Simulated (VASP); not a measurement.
# ZnS (F-43m) in VASP: notebook, part 2 of 2

VASP 6.6.1. The steps go on from the part before.

### Step 4. Vibrations by perturbation theory, LDA

This run uses another cell than the first one, of 18.58 Å³/atom, 1.031 times its volume.

Contents of INCAR:

```
PREC = Accurate
ENCUT = 520
EDIFF = 1E-8
ISMEAR = 0
SIGMA = 0.01
LREAL = F
LASPH = T
NELM = 100
ALGO = Normal
ISIF = 2
LWAVE = F
LCHARG = F
GGA = CA
NBANDS = 16
IBRION = 8
NSW = 1
LEPSILON = T
```

Contents of KPOINTS:

```
regular mesh
0
Gamma
  6 6 6
```

Contents of POSCAR:

```
ZnS
1.0
    0.0000000000      2.6484687084      2.6484687084
    2.6484687084      0.0000000000      2.6484687084
    2.6484687084      2.6484687084      0.0000000000
Zn S
1 1
Direct
    0.7500000000      0.7500000000      0.7500000000
    0.0000000000      0.0000000000      0.0000000000
```

Potentials or basis: VASP PAW LDA potentials, release 64 (Zn, S).

Run with:

```bash
cat potpaw_LDA.64/Zn/POTCAR potpaw_LDA.64/S/POTCAR > POTCAR
mpirun -np 1 vasp_std > vasp.out
```

OUTCAR:

```text
PREC = Accurate
   ENCUT = 520
   EDIFF = 1E-8
   ISMEAR = 0
   LREAL = F
   LASPH = T
   NELM = 100
   ISIF = 2
   GGA = CA
   IBRION = 8
   NSW = 1
   LEPSILON = T

 ion  position               nearest neighbor table
   1  0.750  0.750  0.750-   2 2.29   2 2.29   2 2.29   2 2.29
   2  0.000  0.000  0.000-   1 2.29   1 2.29   1 2.29   1 2.29

  LATTYP: Found a face centered cubic cell.
[... 621 lines left out ...]
      3.972703  3.972703  3.972703    -0.575849    0.000000    0.000000
      0.000000  0.000000  0.000000     0.817556    0.000000    0.000000
[... 21 lines left out ...]
   6 f/i=    0.024012 THz     0.150872 2PiTHz    0.800955 cm-1     0.099306 meV
             X         Y         Z           dx          dy          dz
      3.972703  3.972703  3.972703     0.000000   -0.527107   -0.624945
      0.000000  0.000000  0.000000     0.000000   -0.371270   -0.440183

--------------------------------------------------------------------------------------------------------

 MACROSCOPIC STATIC DIELECTRIC TENSOR IONIC CONTRIBUTION
 ------------------------------------------------------
           2.802302    -0.000000    -0.000000
          -0.000000     2.802302     0.000000
          -0.000000     0.000000     2.802302
 ------------------------------------------------------

 ELASTIC MODULI CONTR FROM IONIC RELAXATION (kBar)
 Direction    XX          YY          ZZ          XY          YZ          ZX
 --------------------------------------------------------------------------------
 XX          -0.0000     -0.0000     -0.0000      0.0000      0.0000     -0.0000
 YY          -0.0000     -0.0000     -0.0000      0.0000      0.0000      0.0000
 ZZ          -0.0000     -0.0000     -0.0000      0.0000      0.0000     -0.0000
 XY           0.0000      0.0000      0.0000   -278.5671      0.0000      0.0000
 YZ           0.0000      0.0000      0.0000      0.0000   -278.5671      0.0000
 ZX          -0.0000      0.0000     -0.0000      0.0000      0.0000   -278.5671
 --------------------------------------------------------------------------------

 PIEZOELECTRIC TENSOR IONIC CONTR  for field in x, y, z        (C/m^2)
          XX          YY          ZZ          XY          YZ          ZX
  --------------------------------------------------------------------------------
  x    -0.00000    -0.00000    -0.00000    -0.00000     0.83137    -0.00000
  y     0.00000    -0.00000     0.00000     0.00000     0.00000     0.83137
  z    -0.00000    -0.00000    -0.00000     0.83137     0.00000     0.00000
```

stdout:

```text
POSCAR found type information on POSCAR ZnS
 POSCAR found :  2 types and       2 ions
 scaLAPACK will be used
 LDA part: xc-table for (Slater(with rela. corr.)+CA(PZ))
 , standard interpolation
 POSCAR, INCAR and KPOINTS ok, starting setup
 FFT: planning ... GRIDC
 FFT: planning ... GRID_SOFT
 FFT: planning ... GRID
[... 24 lines left out ...]
 Linear response to external field, progress :
  Direction:   3
 dielectric tensor                  component  3 :     1.217     1.007     6.601
 Linear response DOF=           2
 Linear response progress:
 first order change of Fermi-energy   0.42944E-01
 force on displaced ion       1 direction 1 :  -6.843  -0.000  -0.000
 Born effective charge ion    1 direction 1 :   1.922   0.000   0.000
 Linear response progress:
 first order change of Fermi-energy  -0.37779E-01
 force on displaced ion       2 direction 1 :  -6.764   0.000   0.000
 Born effective charge ion    2 direction 1 :  -2.036   0.000   0.000
 Born effective charges drift removed
 Linear response finished
```

Run time: 2.3 min. Hardware: 1 thread of Intel Xeon 6975P-C, shared host; peak memory 0.2 GiB.

What came out:

* Electronic dielectric tensor (diagonal): 6.60
* Born charges (mean of the diagonal): Zn +1.98; S -1.98 e
* Highest phonon frequency at Γ, LO-TO splitting left out: 293 cm⁻¹

Phonon frequencies in cm⁻¹ (negative: imaginary):
```csv
q point,frequencies
"(0.000, 0.000, 0.000)",-1 -1 -1 293 293 293
```

Electronic dielectric tensor:
```
6.60 0.00 0.00
0.00 6.60 0.00
0.00 0.00 6.60
```

Born effective charge tensors (e):
atom 1, Zn
```
1.98 0.00 0.00
0.00 1.98 0.00
0.00 0.00 1.98
```
atom 2, S
```
-1.98  0.00  0.00
 0.00 -1.98  0.00
 0.00  0.00 -1.98
```

### Step 5. Vibrations by perturbation theory, LDA

This run uses another cell than the first one, of 18.58 Å³/atom, 1.031 times its volume.

Contents of INCAR:

```
SYSTEM = ZnS
PREC = Accurate ; ENCUT = 520
EDIFF = 1E-8 ; ISMEAR = 0
SIGMA = 0.01 ; LREAL = .FALSE.
LASPH = .TRUE. ; NELM = 80
ALGO = Normal ; ISIF = 2
LWAVE = .FALSE. ; LCHARG = .FALSE.
GGA = CA ; IBRION = 8
NSW = 1
```

Contents of KPOINTS:

```
Automatic mesh
0
G
  6 6 6
  0 0 0
```

POSCAR is that of step 4.

Potentials or basis: VASP PAW LDA potentials, release 64 (Zn, S).

Run with:

```bash
cat potpaw_LDA.64/Zn/POTCAR potpaw_LDA.64/S/POTCAR > POTCAR
mpirun -np 1 vasp_std > vasp.out
```

OUTCAR:

```text
SYSTEM = ZnS
   PREC = Accurate
   ENCUT = 520
   EDIFF = 1E-8
   ISMEAR = 0
   LREAL = .FALSE.
   LASPH = .TRUE.
   NELM = 80
   ISIF = 2
   GGA = CA
   IBRION = 8
   NSW = 1

 ion  position               nearest neighbor table
   1  0.750  0.750  0.750-   2 2.29   2 2.29   2 2.29   2 2.29
   2  0.000  0.000  0.000-   1 2.29   1 2.29   1 2.29   1 2.29

  LATTYP: Found a face centered cubic cell.
 ALAT       =     5.2969374168

  Lattice vectors:

 A1 = (   0.0000000000,   2.6484687084,   2.6484687084)
 A2 = (   2.6484687084,   0.0000000000,   2.6484687084)
 A3 = (   2.6484687084,   2.6484687084,   0.0000000000)

Analysis of symmetry for initial positions (statically):
=====================================================================
 Subroutine PRICEL returns:
 Original cell was already a primitive cell.

[... 475 lines left out ...]

 INTERNAL STRAIN TENSOR  FOR ION    2  DIRECTION 1   (eV/Angst):
 -----------------------------------------------------------------------------
     0.01524  0.00000  0.00000
     0.00000  0.00427 -6.63997
     0.00000 -6.63997  0.00427

 INTERNAL STRAIN TENSOR FOR ION    2 for displacements in x,y,z  (eV/Angst):
          X           Y           Z          XY          YZ          ZX
  --------------------------------------------------------------------------------
  x     0.00000     0.00000     0.00000     0.00000    -6.63997     0.00000
  y     0.00000     0.00000     0.00000     0.00000     0.00000    -6.63997
  z     0.00000     0.00000     0.00000    -6.63997     0.00000     0.00000

 SECOND DERIVATIVES (NOT SYMMETRIZED)
 ------------------------------------
               1X          1Y          1Z          2X          2Y          2Z
  1X    -6.842793    0.000000    0.000000    6.842793    0.000000    0.000000
  1Y     0.000000   -6.842793    0.000000    0.000000    6.842793    0.000000
  1Z     0.000000    0.000000   -6.842793    0.000000    0.000000    6.842793
  2X     6.763171    0.000000    0.000000   -6.763171    0.000000    0.000000
  2Y     0.000000    6.763171    0.000000    0.000000   -6.763171    0.000000
  2Z     0.000000    0.000000    6.763171    0.000000    0.000000   -6.763171

 Eigenvectors and eigenvalues of the dynamical matrix
 ----------------------------------------------------

   1 f  =    8.781998 THz    55.178918 2PiTHz  292.935907 cm-1    36.319407 meV
             X         Y         Z           dx          dy          dz
      3.972703  3.972703  3.972703     0.575866   -0.000000    0.000000
      0.000000  0.000000  0.000000    -0.817544    0.000000    0.000000
[... 21 lines left out ...]
   6 f/i=    0.024195 THz     0.152023 2PiTHz    0.807065 cm-1     0.100063 meV
             X         Y         Z           dx          dy          dz
      3.972703  3.972703  3.972703     0.000000    0.000000    0.817544
      0.000000  0.000000  0.000000     0.000000    0.000000    0.575866

--------------------------------------------------------------------------------------------------------

 ELASTIC MODULI CONTR FROM IONIC RELAXATION (kBar)
 Direction    XX          YY          ZZ          XY          YZ          ZX
 --------------------------------------------------------------------------------
 XX          -0.0000     -0.0000     -0.0000      0.0000      0.0000      0.0000
 YY          -0.0000     -0.0000     -0.0000      0.0000      0.0000      0.0000
 ZZ          -0.0000     -0.0000     -0.0000      0.0000      0.0000      0.0000
 XY           0.0000      0.0000      0.0000   -278.6130     -0.0000     -0.0000
 YZ           0.0000      0.0000      0.0000     -0.0000   -278.6130      0.0000
 ZX           0.0000      0.0000      0.0000     -0.0000      0.0000   -278.6130
 --------------------------------------------------------------------------------
```

stdout:

```text
POSCAR found type information on POSCAR ZnS
 POSCAR found :  2 types and       2 ions
 scaLAPACK will be used
 LDA part: xc-table for (Slater(with rela. corr.)+CA(PZ))
 , standard interpolation
 POSCAR, INCAR and KPOINTS ok, starting setup
 FFT: planning ... GRIDC
 FFT: planning ... GRID_SOFT
 FFT: planning ... GRID
 WAVECAR not read
 entering main loop
 Linear response reoptimize wavefunctions to high precision
 Linear response DOF=           2
 Linear response progress:
 first order change of Fermi-energy   0.15826E+00
 force on displaced ion       1 direction 1 :  -6.843   0.000   0.000
 Linear response progress:
 first order change of Fermi-energy  -0.15786E+00
 force on displaced ion       2 direction 1 :  -6.763  -0.000  -0.000
 Linear response finished
```

Wall time 39 s (1 thread of Intel Xeon 6975P-C, shared host); peak memory 0.19 GiB.

Results:

```
Highest phonon frequency at Γ, LO-TO splitting left out : 293 cm⁻¹
```

Phonon frequencies in cm⁻¹ (negative: imaginary):
| q point | frequencies |
| --- | --- |
| (0.000, 0.000, 0.000) | -1 -1 -1 293 293 293 |

### Step 6. Vibrations by perturbation theory, LDA (volume scaled by 1.030)

Contents of INCAR:

```
PREC     = Accurate       # precision mode
ENCUT    = 520            # plane-wave cutoff, eV
EDIFF    = 1E-8           # SCF threshold, eV
ISMEAR   = 0              # smearing method
SIGMA    = 0.01           # smearing width, eV
LREAL    = F              # projectors in reciprocal space
LASPH    = T              # aspherical terms in the spheres
NELM     = 100            # most SCF steps
ALGO     = Normal         # electronic algorithm
ISIF     = 2              # what is computed and relaxed
LWAVE    = F              # write WAVECAR
LCHARG   = F              # write CHGCAR
GGA      = CA             # functional
IBRION   = 8              # ionic algorithm
NSW      = 1              # ionic steps
```

Contents of KPOINTS:

```
regular mesh
0
Gamma
  6 6 6
```

Contents of POSCAR:

```
ZnS
1.0
    0.0000000000      2.6746928764      2.6746928764
    2.6746928764      0.0000000000      2.6746928764
    2.6746928764      2.6746928764      0.0000000000
Zn S
1 1
Direct
    0.7500000000      0.7500000000      0.7500000000
    0.0000000000      0.0000000000      0.0000000000
```

Potentials or basis: VASP PAW LDA potentials, release 64 (Zn, S).

Run with:

```bash
cat potpaw_LDA.64/Zn/POTCAR potpaw_LDA.64/S/POTCAR > POTCAR
mpirun -np 1 vasp_std > vasp.out
```

OUTCAR:

```text
PREC = Accurate
   ENCUT = 520
   EDIFF = 1E-8
   ISMEAR = 0
   LREAL = F
   LASPH = T
   NELM = 100
   ISIF = 2
   GGA = CA
   IBRION = 8
   NSW = 1

 ion  position               nearest neighbor table
   1  0.750  0.750  0.750-   2 2.32   2 2.32   2 2.32   2 2.32
   2  0.000  0.000  0.000-   1 2.32   1 2.32   1 2.32   1 2.32

  LATTYP: Found a face centered cubic cell.
 ALAT       =     5.3493857528

  Lattice vectors:

 A1 = (   0.0000000000,   2.6746928764,   2.6746928764)
 A2 = (   2.6746928764,   0.0000000000,   2.6746928764)
[... 498 lines left out ...]
               1X          1Y          1Z          2X          2Y          2Z
  1X    -6.138396    0.000000    0.000000    6.138396    0.000000    0.000000
  1Y     0.000000   -6.138396    0.000000    0.000000    6.138396    0.000000
  1Z     0.000000    0.000000   -6.138396    0.000000    0.000000    6.138396
  2X     6.095942    0.000000    0.000000   -6.095942    0.000000    0.000000
  2Y     0.000000    6.095942    0.000000    0.000000   -6.095942    0.000000
  2Z     0.000000    0.000000    6.095942    0.000000    0.000000   -6.095942

 Eigenvectors and eigenvalues of the dynamical matrix
 ----------------------------------------------------

   1 f  =    8.330958 THz    52.344955 2PiTHz  277.890857 cm-1    34.454060 meV
             X         Y         Z           dx          dy          dz
      4.012039  4.012039  4.012039     0.000000    0.574948    0.000000
      0.000000  0.000000  0.000000     0.000000   -0.818190    0.000000
[... 21 lines left out ...]
   6 f/i=    0.013599 THz     0.085447 2PiTHz    0.453622 cm-1     0.056242 meV
             X         Y         Z           dx          dy          dz
      4.012039  4.012039  4.012039     0.000000    0.000000    0.818190
      0.000000  0.000000  0.000000     0.000000    0.000000    0.574948

--------------------------------------------------------------------------------------------------------

 ELASTIC MODULI CONTR FROM IONIC RELAXATION (kBar)
 Direction    XX          YY          ZZ          XY          YZ          ZX
 --------------------------------------------------------------------------------
 XX          -0.0000      0.0000     -0.0000      0.0000      0.0000      0.0000
 YY           0.0000     -0.0000      0.0000     -0.0000     -0.0000     -0.0000
 ZZ          -0.0000      0.0000     -0.0000      0.0000      0.0000      0.0000
 XY           0.0000     -0.0000      0.0000   -205.1365     -0.0000     -0.0000
 YZ           0.0000     -0.0000      0.0000     -0.0000   -205.1365      0.0000
 ZX           0.0000     -0.0000      0.0000     -0.0000      0.0000   -205.1365
 --------------------------------------------------------------------------------
```

OSZICAR:

```text
N       E                     dE             d eps       ncg     rms          rms(c)
DAV:   1     0.813420334978E+02    0.81342E+02   -0.89142E+03   424   0.164E+03
DAV:   2    -0.281594817732E+01   -0.84158E+02   -0.80777E+02   459   0.285E+02
DAV:   3    -0.855683927162E+01   -0.57409E+01   -0.57103E+01   516   0.714E+01
DAV:   4    -0.862934562093E+01   -0.72506E-01   -0.72473E-01   451   0.841E+00
[... 39 lines left out ...]
RMM:   9    -0.103866532423E+00    0.72520E-06   -0.53225E-08  2066   0.163E-04    0.637E-05
RMM:  10    -0.103866697573E+00   -0.16515E-06   -0.24344E-08  2043   0.664E-05    0.101E-05
RMM:  11    -0.103866769863E+00   -0.72289E-07   -0.15522E-08  2135   0.270E-05    0.812E-06
RMM:  12    -0.103866746962E+00    0.22900E-07    0.65304E-09  1999   0.941E-06    0.137E-06
RMM:  13    -0.103866743933E+00    0.30296E-08   -0.27907E-09  1530   0.316E-06    0.486E-07
 Linear response finished
```

stdout:

```text
POSCAR found type information on POSCAR ZnS
 POSCAR found :  2 types and       2 ions
 scaLAPACK will be used
 LDA part: xc-table for (Slater(with rela. corr.)+CA(PZ))
 , standard interpolation
 POSCAR, INCAR and KPOINTS ok, starting setup
 FFT: planning ... GRIDC
 FFT: planning ... GRID_SOFT
 FFT: planning ... GRID
 WAVECAR not read
 entering main loop
 Linear response reoptimize wavefunctions to high precision
 Linear response DOF=           2
 Linear response progress:
 first order change of Fermi-energy  -0.98734E-01
 force on displaced ion       1 direction 1 :  -6.138   0.000   0.000
 Linear response progress:
 first order change of Fermi-energy   0.99131E-01
 force on displaced ion       2 direction 1 :  -6.096  -0.000  -0.000
 Linear response finished
```

Run time: 51 s. Hardware: 1 thread of Intel Xeon 6975P-C, shared host; peak memory 0.2 GiB.

What came out:

| Quantity | Value |
| --- | --- |
| Highest phonon frequency at Γ, LO-TO splitting left out | 278 cm⁻¹ |

Phonon frequencies in cm⁻¹ (negative: imaginary):
```csv
q point,frequencies
"(0.000, 0.000, 0.000)",0 0 0 278 278 278
```

Caveat: the cell differs from its parent crystal (volume scaled by 1.030); the cell wasn't relaxed at this level first, which shifts response properties.
